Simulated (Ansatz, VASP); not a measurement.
**TiC in VASP and in Ansatz**

```
CELL_PARAMETERS angstrom
0.00000 2.13045 2.13045
2.13045 0.00000 2.13045
2.13045 2.13045 0.00000
ATOMIC_POSITIONS crystal
Ti 0.00000 0.00000 0.00000
C 0.50000 0.50000 0.50000
```

Alike in both runs: functional LDA; k mesh 17 × 17 × 17; occupations fermi-dirac, width 0.08 eV; no spin polarisation.

Ansatz relaxed the structure, and its values are those at the end. VASP's run is a single point on that final structure, the one shown.

|  | VASP | Ansatz |
| --- | --- | --- |
| version | VASP 6.6.1 | Ansatz 0.2.0 |
| potentials or method | VASP PAW LDA potentials, release 64 (Ti_sv, C) | PAW with Ansatz's default frozen-core files, scalar-relativistic |
| plane-wave cutoff (eV) | 520 | 420 |
| valence electrons in the cell | 16 | 16 |

|  | VASP | Ansatz | Ansatz less VASP |
| --- | --- | --- | --- |
| pressure (GPa) | 0.7 | 0.0 | -0.71 |

LDA's correlation is that of Perdew and Zunger in VASP and of Perdew and Wang (1992) in Ansatz.
